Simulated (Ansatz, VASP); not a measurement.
**Hg in VASP and in Ansatz**

```
CELL_PARAMETERS angstrom
3.24050 0.00000 0.00000
-1.62025 2.80636 0.00000
0.00000 0.00000 4.81040
ATOMIC_POSITIONS crystal
Hg 0.66667 0.33333 0.75000
Hg 0.33333 0.66667 0.25000
```

Alike in both runs: task single point; functional PBE; dispersion D3(BJ); k mesh 15 × 15 × 8; occupations gaussian, width 0.15 eV; no spin polarisation.

```csv
,VASP,Ansatz
version,VASP 6.6.1,Ansatz 0.2.0
potentials or method,"VASP PAW PBE potentials, release 64 (Hg), cutoff 520 eV","scalar-relativistic, plane waves, PAW"
valence electrons in the cell,24,40
```

|  | VASP | Ansatz | Ansatz less VASP |
| --- | --- | --- | --- |
| gap on the k mesh at the Fermi level (eV) | none | none | - |
| pressure (GPa) | 6.3 | 5.8 | -0.51 |
| traceless stress, the component that is largest in VASP (GPa) | 0.84 | 0.70 | -0.133 |

A gap of «none» marks a metal or a gap that the smearing closes. VASP's potentials hold 24 valence electrons a cell and Ansatz's 40, so a difference there can come from the potentials and not from the codes.

Spin-orbit coupling is off throughout.
